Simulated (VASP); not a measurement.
# Ni (Fm-3m) in VASP: further runs

Runs on Ni. Level: LDA. Tasks: single point.

Program: VASP 6.6.1. These are calculated values, not measurements. Logs are shortened: lines on timing, memory, paths and dates and some standing lists are left out, and cuts for length are marked.

## (1) The cell of the first run

It takes space group Fm-3m (No. 225, cubic). Conventional cell: a = 3.545 Å, b = 3.545 Å, c = 3.545 Å, α = 90.00°, β = 90.00°, γ = 90.00°. Within 3.3 Å of Ni (site symmetry m-3m) lie 12 Ni at 2.51 Å.

## (2) Single point, LDA, collinear spin

File INCAR:

```
SYSTEM = Ni
ALGO = Normal ; EDIFF = 1E-7
ENCUT = 520 ; GGA = CA
ISIF = 2 ; ISMEAR = -1
ISPIN = 2 ; ISYM = 0
LASPH = .TRUE. ; LCHARG = .FALSE.
LMAXMIX = 4 ; LORBIT = 11
LREAL = .FALSE. ; LWAVE = .FALSE.
MAGMOM = 2 0 ; NBANDS = 21
NELM = 150 ; PREC = Accurate
SIGMA = 0.05
```

File KPOINTS:

```
k-points
0
G
  7 12 10
  0 0 0
```

File POSCAR:

```
Ni
1.0
   -1.7725500000     -3.5451000000     -1.7725500000
   -1.7725500000      0.0000000000     -1.7725500000
    1.7725500000      0.0000000000     -1.7725500000
Ni
2
Direct
    0.0000000000      0.0000000000      0.0000000000
    0.5000000000      0.0000000000      0.5000000000
```

Potentials or basis: VASP PAW LDA potentials, release 64 (Ni).

Launch:

```
$ cat potpaw_LDA.64/Ni/POTCAR > POTCAR
$ mpirun -np 1 vasp_std > vasp.out
```

OUTCAR:

```text
SYSTEM = Ni
   EDIFF = 1E-7
   ENCUT = 520
   GGA = CA
   ISIF = 2
   ISMEAR = -1
   ISPIN = 2
   ISYM = 0
   LASPH = .TRUE.
   LORBIT = 11
   LREAL = .FALSE.
   NELM = 150
   PREC = Accurate

 ion  position               nearest neighbor table
   1  0.000  0.000  0.000-   2 2.51   2 2.51   2 2.51   2 2.51   2 2.51   2 2.51   2 2.51   2 2.51

   2  0.500  0.000  0.500-   1 2.51   1 2.51   1 2.51   1 2.51   1 2.51   1 2.51   1 2.51   1 2.51

IMPORTANT INFORMATION: All symmetrisations will be switched off!
NOSYMM: (Re-)initialisation of all symmetry stuff for point group C_1.

----------------------------------------------------------------------------------------

                                     Primitive cell

  volume of cell :      22.2769

  direct lattice vectors                    reciprocal lattice vectors
    -1.772550000 -3.545100000 -1.772550000     0.000000000 -0.282079490  0.000000000
    -1.772550000  0.000000000 -1.772550000    -0.282079490  0.282079490 -0.282079490
     1.772550000  0.000000000 -1.772550000     0.282079490  0.000000000 -0.282079490

  length of vectors
     4.341843044  2.506764250  2.506764250     0.282079490  0.488576008  0.398920640

  position of ions in fractional coordinates (direct lattice)
     0.000000000  0.000000000  0.000000000
     0.500000000  0.000000000  0.500000000

  ion indices of the primitive-cell ions
   primitive index   ion index
                 1           1
                 2           2

----------------------------------------------------------------------------------------

 KPOINTS: k-points

Automatic generation of k-mesh.
 Grid dimensions read from file:
 generate k-points for:    7   12   10

 Generating k-lattice:

  Cartesian coordinates                     Fractional coordinates (reciprocal lattice)
     0.000000000 -0.040297070  0.000000000     0.142857143  0.000000000  0.000000000
    -0.023506624  0.023506624 -0.023506624     0.000000000  0.083333333  0.000000000
     0.028207949  0.000000000 -0.028207949     0.000000000  0.000000000  0.100000000

  Length of vectors
     0.040297070  0.040714667  0.039892064

  Shift w.r.t. Gamma in fractional coordinates (k-lattice)
     0.000000000  0.000000000  0.000000000

 -----------------------------------------------------------------------------
|                                                                             |
|           W    W    AA    RRRRR   N    N  II  N    N   GGGG   !!!           |
|           W    W   A  A   R    R  NN   N  II  NN   N  G    G  !!!           |
|           W    W  A    A  R    R  N N  N  II  N N  N  G       !!!           |
|           W WW W  AAAAAA  RRRRR   N  N N  II  N  N N  G  GGG   !            |
|           WW  WW  A    A  R   R   N   NN  II  N   NN  G    G                |
|           W    W  A    A  R    R  N    N  II  N    N   GGGG   !!!           |
|                                                                             |
|     Your reciprocal lattice and k-lattice belong to different lattice       |
|     classes:                                                                |
|                                                                             |
|        The reciprocal lattice is simple tetragonal,                         |
|        whereas your k-lattice is simple monoclinic.                         |
|                                                                             |
|     Results are often still useful ...                                      |
|                                                                             |
 -----------------------------------------------------------------------------

 WARNING: IBZKPT: internal override: KBLOWUP is changed to .FALSE.
      ... skipping the blow-up phase ...

 Subroutine IBZKPT returns following result:
 ===========================================

 Found    422 irreducible k-points:

 Following reciprocal coordinates:
            Coordinates               Weight
  0.000000  0.000000  0.000000      1.000000
  0.142857  0.000000  0.000000      2.000000
  0.285714  0.000000  0.000000      2.000000
  0.428571  0.000000  0.000000      2.000000
  0.000000  0.083333  0.000000      2.000000
  0.142857  0.083333  0.000000      2.000000
[... 16 lines left out ...]
 -0.428571  0.250000  0.000000      2.000000
 -0.285714  0.250000  0.000000      2.000000
 [... further k-points ...]
   k-points           NKPTS =    422   k-points in BZ     NKDIM =    422   number of bands    NBANDS=     21
   number of dos      NEDOS =    301   number of ions     NIONS =      2
   total plane-waves  NPLWV =  12800
   dimension x,y,z NGX =    32 NGY =   20 NGZ =   20
   dimension x,y,z NGXF=    64 NGYF=   40 NGZF=   40
   ions per type =               2
   NGX,Y,Z   is equivalent  to a cutoff of  12.25, 13.26, 13.26 a.u.
   NGXF,Y,Z  is equivalent  to a cutoff of  24.51, 26.53, 26.53 a.u.
 SYSTEM =  Ni
   PREC   = accura    normal or accurate (medium, high low for compatibility)
   ISTART =      0    job   : 0-new  1-cont  2-samecut
   ICHARG =      2    charge: 1-file 2-atom 10-const
   ISPIN  =      2    spin polarized calculation?
   LNONCOLLINEAR =      F non collinear calculations
   LSORBIT =      F    spin-orbit coupling
   LASPH  =      T    aspherical Exc in radial PAW
   ENCUT  =  520.0 eV  38.22 Ry    6.18 a.u.   8.07  4.66  4.66*2*pi/ulx,y,z
   NELM   =    150;   NELMIN=  2; NELMDL= -5     # of ELM steps
   EDIFF  = 0.1E-06   stopping-criterion for ELM
   LREAL  =      F    real-space projection
   EDIFFG = 0.1E-05   stopping-criterion for IOM
   NSW    =      0    number of steps for IOM
   IBRION =     -1    ionic relax: 0-MD 1-quasi-New 2-CG
   NFREE  =      0    steps in history (QN), initial steepest desc. (CG)
   ISIF   =      2    stress and relaxation
   ISYM   =      0    0-nonsym 1-usesym 2-fastsym
   POTIM  = 0.5000    time-step for ionic-motion
   TEBEG  =    0.0;   TEEND  =   0.0 temperature during run
   PSTRESS=    0.0 pullay stress
   NELECT =      20.0000    total number of electrons
   NUPDOWN=      -1.0000    fix difference up-down
   EMIN   =  10.00;   EMAX   =-10.00  energy-range for DOS
   EFERMI =   0.00;   METHOD = LEGACY
   ISMEAR =    -1;   SIGMA  =   0.05  broadening in eV -4-tet -1-fermi 0-gaus
   EFERMI_NEDOS =   21; number of points for ismear=-14 and -15
   IALGO  =     38    algorithm
   IMIX   =      4    mixing-type and parameters
     AMIX     =   0.40;   BMIX     =  1.00
     AMIX_MAG =   1.60;   BMIX_MAG =  1.00
  volume/ion in A,a.u.               =      11.14        75.17
  Fermi-wavevector in a.u.,A,eV,Ry     =   1.579306  2.984456 33.935761  2.494208
  Thomas-Fermi vector in A             =   2.679705
   LORBIT       =     11    0 simple, 1 ext, 2 COOP (PROOUT), +10 PAW based schemes
   GGA     = CA    functional components
   LHFCALC =     F    Hartree Fock is set to
   AEXX    =    0.0000 exact exchange contribution
   IVDW    =     0    specifies the selected vdW correction
   LEPSILON=     F    determine dielectric tensor
   LRPA    =     F    only Hartree local field effects (RPA)
 spin polarized calculation
  energy-cutoff  :      520.00
  volume of cell :       22.28
 maximum number of plane-waves:       616
   NGX = 17   NGY =  9   NGZ =  9

 number of electron      19.9999987 magnetization       1.2227474

 Free energy of the ion-electron system (eV)
  ---------------------------------------------------
  ext. energy  EPLUGINS =         0.00000000
  ---------------------------------------------------
  free energy    TOTEN  =       -13.01416946 eV

  energy without entropy =      -12.98173650  energy(sigma->0) =      -12.99795298

 E-fermi :   8.6915     XC(G=0): -13.4736

 val. band max:        8.6911124896   @ k =   0.0000   0.0833   0.0000
 cond. band min:       8.6916090743   @ k =   0.0000   0.0000   0.1000
 fundamental gap:      0.0004965847
 Fermi energy:         8.6915245058

 spin component 1

 k-point     1 :       0.0000    0.0000    0.0000
  band No.  band energies     occupation
      1      -0.1263      1.00000
      2       4.2241      1.00000
      3       4.6830      1.00000
      4       6.3982      1.00000
      5       6.4022      1.00000
      6       6.4027      1.00000
[... 13 lines left out ...]
     20      35.8454      0.00000
     21      35.8467      0.00000

 k-point     2 :       0.1429    0.0000    0.0000
  band No.  band energies     occupation
      1       0.1347      1.00000
      2       4.2325      1.00000
      3       4.7617      1.00000
      4       6.3064      1.00000
      5       6.4745      1.00000
      6       6.4751      1.00000
[... 13 lines left out ...]
     20      33.9920      0.00000
     21      34.7767      0.00000

 k-point     3 :       0.2857    0.0000    0.0000
  band No.  band energies     occupation
      1       0.8949      1.00000
      2       4.0971      1.00000
      3       4.9854      1.00000
      4       6.0534      1.00000
      5       6.6865      1.00000
      6       6.6871      1.00000
[... 13 lines left out ...]
     20      31.9460      0.00000
     21      32.7921      0.00000
[... 457 lines left out ...]
 k-point    23 :      -0.4286    0.2500    0.0000
  band No.  band energies     occupation
      1       2.4716      1.00000
      2       4.5810      1.00000
      3       5.5675      1.00000
      4       6.0848      1.00000
      5       6.3551      1.00000
      6       6.5936      1.00000
[... 13 lines left out ...]
     20      34.9139      0.00000
     21      37.4553      0.00000

 k-point    24 :      -0.2857    0.2500    0.0000
  band No.  band energies     occupation
      1       3.4189      1.00000
      2       3.8862      1.00000
      3       5.8814      1.00000
      4       5.9869      1.00000
      5       6.3640      1.00000
      6       6.4496      1.00000
[... 13 lines left out ...]
     20      32.6379      0.00000
     21      39.2100      0.00000

 [... further k-points ...]

 spin component 2

 k-point     1 :       0.0000    0.0000    0.0000
  band No.  band energies     occupation
      1      -0.0870      1.00000
      2       4.5905      1.00000
      3       5.2101      1.00000
      4       7.0228      1.00000
      5       7.0239      1.00000
      6       7.0278      1.00000
[... 13 lines left out ...]
     20      35.8965      0.00000
     21      35.8971      0.00000

 k-point     2 :       0.1429    0.0000    0.0000
  band No.  band energies     occupation
      1       0.1743      1.00000
      2       4.5777      1.00000
      3       5.2930      1.00000
      4       6.9291      1.00000
      5       7.0972      1.00000
      6       7.0990      1.00000
[... 13 lines left out ...]
     20      34.0948      0.00000
     21      34.8093      0.00000

 k-point     3 :       0.2857    0.0000    0.0000
  band No.  band energies     occupation
      1       0.9366      1.00000
      2       4.3505      1.00000
      3       5.5286      1.00000
      4       6.6596      1.00000
      5       7.3157      1.00000
      6       7.3175      1.00000
[... 13 lines left out ...]
     20      32.0893      0.00000
     21      32.8146      0.00000
[... 457 lines left out ...]
 k-point    23 :      -0.4286    0.2500    0.0000
  band No.  band energies     occupation
      1       2.5495      1.00000
      2       4.9148      1.00000
      3       6.0128      1.00000
      4       6.6114      1.00000
      5       6.8819      1.00000
      6       7.1902      1.00000
[... 13 lines left out ...]
     20      35.0350      0.00000
     21      37.5414      0.00000

 k-point    24 :      -0.2857    0.2500    0.0000
  band No.  band energies     occupation
      1       3.5591      1.00000
      2       4.0798      1.00000
      3       6.3437      1.00000
      4       6.4700      1.00000
      5       6.9233      1.00000
      6       7.0187      1.00000
[... 13 lines left out ...]
     20      32.7737      0.00000
     21      39.2721      0.00000

 [... further k-points ...]
[... 5 lines left out ...]
  --------------------------------------------------------------------------------------
  -------------------------------------------------------------------------------------
  Total       -2.8338845     -2.8391463     -2.8338835      0.0029789      0.0029800      0.0017998
  in kB     -203.8155232   -204.1939517   -203.8154511      0.2142447      0.2143261      0.1294444
  external PRESSURE =    -203.9416420 kB  Pullay stress =       0.0000000 kB

 VOLUME and BASIS-vectors are now :
 -----------------------------------------------------------------------------
  energy-cutoff  :      520.00
  volume of cell :       22.28
      direct lattice vectors                 reciprocal lattice vectors
    -1.772550000 -3.545100000 -1.772550000     0.000000000 -0.282079490  0.000000000
    -1.772550000  0.000000000 -1.772550000    -0.282079490  0.282079490 -0.282079490
     1.772550000  0.000000000 -1.772550000     0.282079490  0.000000000 -0.282079490

 POSITION                                       TOTAL-FORCE (eV/Angst)
 -----------------------------------------------------------------------------------
      0.00000      0.00000      0.00000        -0.000000     -0.000000      0.000000
      0.00000     -1.77255     -1.77255         0.000000      0.000000     -0.000000
 -----------------------------------------------------------------------------------
    total drift:                               -0.000000      0.000000      0.000000

  FREE ENERGIE OF THE ION-ELECTRON SYSTEM (eV)
  ---------------------------------------------------
  free  energy   TOTEN  =       -13.0141694638 eV

  energy  without entropy=      -12.9817365047  energy(sigma->0) =      -12.99795298

 total charge

# of ion       s       p       d       tot
------------------------------------------
    1        0.490   0.475   8.315   9.280
    2        0.490   0.475   8.315   9.280
--------------------------------------------------
tot          0.979   0.951  16.630  18.560

 magnetization (x)

# of ion       s       p       d       tot
------------------------------------------
    1       -0.005  -0.018   0.641   0.618
    2       -0.005  -0.018   0.641   0.618
--------------------------------------------------
tot         -0.010  -0.037   1.282   1.236
```

Wall time 2.6 min (1 thread of Intel Xeon Platinum 8559C (Emerald Rapids), shared host); peak memory 0.35 GiB.

What came out:

```
Free energy                                           : -13.0142 eV
Pressure                                              : -20.4 GPa
Net moment                                            : 1.22 μB per cell
Site moments                                          : Ni +0.62 μB
Valence electrons inside the program's atomic spheres : Ni 9.28
```

Levels at points of the mesh, in eV from the Fermi level:
Spin up:
```tsv
k point	band 9	band 10	band 11	band 12	band 13	band 14
(0.00, 0.00, 0.00)	-0.48	-0.37	-0.37	2.44	9.07	14.56
(0.00, 0.50, 0.00)	-0.51	-0.51	-0.21	-0.21	5.55	5.55
(0.00, 0.00, 0.50)	-1.27	-1.27	0.99	0.99	11.36	11.36
(0.00, 0.50, 0.50)	-0.37	-0.37	7.63	7.63	7.63	7.63
```
Spin down:
| k point | band 7 | band 8 | band 9 | band 10 | band 11 | band 12 | band 13 | band 14 |
| --- | --- | --- | --- | --- | --- | --- | --- | --- |
| (0.00, 0.00, 0.00) | -0.60 | -0.60 | 0.11 | 0.34 | 0.34 | 2.49 | 9.34 | 14.62 |
| (0.00, 0.50, 0.00) | -0.18 | -0.18 | 0.14 | 0.14 | 0.14 | 0.15 | 5.93 | 5.93 |
| (0.00, 0.00, 0.50) | -1.05 | -1.05 | -0.60 | -0.60 | 1.52 | 1.52 | 11.57 | 11.57 |
| (0.00, 0.50, 0.50) | -0.69 | -0.69 | 0.34 | 0.34 | 7.84 | 7.84 | 7.84 | 7.84 |

Caveat: the cell stands under tension.

## (3) Single point, LDA, collinear spin, ferromagnetic start

File INCAR:

```
SYSTEM = Ni
ALGO = Normal
EDIFF = 1E-6
ENCUT = 520
GGA = CA
ISIF = 2
ISMEAR = -1
ISPIN = 2
ISYM = 0
LASPH = .TRUE.
LCHARG = .FALSE.
LMAXMIX = 4
LORBIT = 11
LREAL = .FALSE.
LWAVE = .FALSE.
MAGMOM = 2 2
NBANDS = 21
NELM = 150
PREC = Accurate
SIGMA = 0.05
```

KPOINTS is that of step 2.

POSCAR is that of step 2.

Potentials or basis: VASP PAW LDA potentials, release 64 (Ni).

Launch:

```
$ cat potpaw_LDA.64/Ni/POTCAR > POTCAR
$ mpirun -np 1 vasp_std > vasp.out
```

It took 5.7 min on 1 thread of Oxide Virtual Turin-like, shared host; peak memory 0.31 GiB.

It converged, with:

```
Free energy                                           : -13.0142 eV
Pressure                                              : -20.4 GPa
Net moment                                            : 1.22 μB per cell
Site moments                                          : Ni +0.62 μB
Valence electrons inside the program's atomic spheres : Ni 9.28
```

Levels at points of the mesh, in eV from the Fermi level:
Spin up:
| k point | band 8 | band 9 | band 10 | band 11 | band 12 | band 13 | band 14 | band 15 |
| --- | --- | --- | --- | --- | --- | --- | --- | --- |
| (0.00, 0.00, 0.00) | -1.18 | -0.48 | -0.37 | -0.37 | 2.44 | 9.07 | 14.56 | 14.56 |
| (0.00, 0.50, 0.00) | -0.51 | -0.51 | -0.51 | -0.21 | -0.21 | 5.55 | 5.55 | 22.12 |
| (0.00, 0.00, 0.50) | -1.60 | -1.27 | -1.27 | 0.99 | 0.99 | 11.36 | 11.36 | 12.70 |
| (0.00, 0.50, 0.50) | -1.24 | -0.37 | -0.37 | 7.63 | 7.63 | 7.63 | 7.63 | 9.90 |
Spin down:
```tsv
k point	band 7	band 8	band 9	band 10	band 11	band 12	band 13	band 14
(0.00, 0.00, 0.00)	-0.60	-0.60	0.11	0.34	0.34	2.49	9.34	14.62
(0.00, 0.50, 0.00)	-0.18	-0.18	0.14	0.14	0.14	0.15	5.93	5.93
(0.00, 0.00, 0.50)	-1.05	-1.05	-0.60	-0.60	1.52	1.52	11.57	11.57
(0.00, 0.50, 0.50)	-0.69	-0.69	0.34	0.34	7.84	7.84	7.84	7.84
```

Caveat: the cell stands under tension.

(Continued in part 2 of 2.)
